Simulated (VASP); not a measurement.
Set up this calculation in VASP 6.6.1, as the native input.

```yaml
Task: relaxation of the atoms
Functional: PBE
Potentials_or_basis: VASP PAW PBE potentials, release 64 (Ba_sv, Cs_sv)
Cutoff: 520 eV
k_mesh: 4 × 4 × 4
Occupations: fermi-dirac, width 0.05 eV
Spin: no spin polarisation
Dipole_correction: no
Further_INCAR_settings: ALGO = Normal; EDIFF = 1e-06; IBRION = 2; EDIFFG = -0.01; NSW = 60
```

The structure of CsBa3 lies in POSCAR:

```
CsBa3
1.0
    0.0000000000      5.4301353600      5.2212840000
    5.4301353600      0.0000000000      5.2212840000
    5.4301353600      5.4301353600      0.0000000000
Ba Cs
3 1
Direct
    0.5000000000      0.5000000000      0.5000000000
    0.7500000000      0.7500000000      0.7500000000
    0.2500000000      0.2500000000      0.2500000000
    0.0000000000      0.0000000000      0.0000000000
```

The input as run:

INCAR

```
ALGO     = Normal         # electronic algorithm
EDIFF    = 1E-6           # SCF threshold, eV
EDIFFG   = -0.01          # ionic threshold
ENCUT    = 520            # plane-wave cutoff, eV
GGA      = PE             # functional
IBRION   = 2              # ionic algorithm
ISIF     = 2              # what is computed and relaxed
ISMEAR   = -1             # smearing method
LASPH    = T              # aspherical terms in the spheres
LCHARG   = F              # write CHGCAR
LREAL    = F              # projectors in reciprocal space
LWAVE    = F              # write WAVECAR
NELM     = 100            # most SCF steps
NSW      = 60             # ionic steps
PREC     = Accurate       # precision mode
SIGMA    = 0.05           # smearing width, eV
```

KPOINTS

```
k-points
0
Gamma
  4 4 4
```

Potentials or basis: VASP PAW PBE potentials, release 64 (Ba_sv, Cs_sv).

Command:

```console
$ cat potpaw_PBE.64/Ba_sv/POTCAR potpaw_PBE.64/Cs_sv/POTCAR > POTCAR
$ mpirun -np 1 vasp_std > vasp.out
```

It gave:

* Pressure after relaxing: -0.3 GPa
* Band gap on the k mesh: zero (an odd number of electrons rules out a gap without spin polarisation)

Caveat: spin-orbit coupling is left out, which moves the levels of the heavy elements.

It took 120 s on 1 thread of Intel(R) Xeon(R) Platinum 8259CL CPU @ 2.50GHz (Skylake/Cascade Lake), with other jobs on the host, peak memory 0.48 GiB.
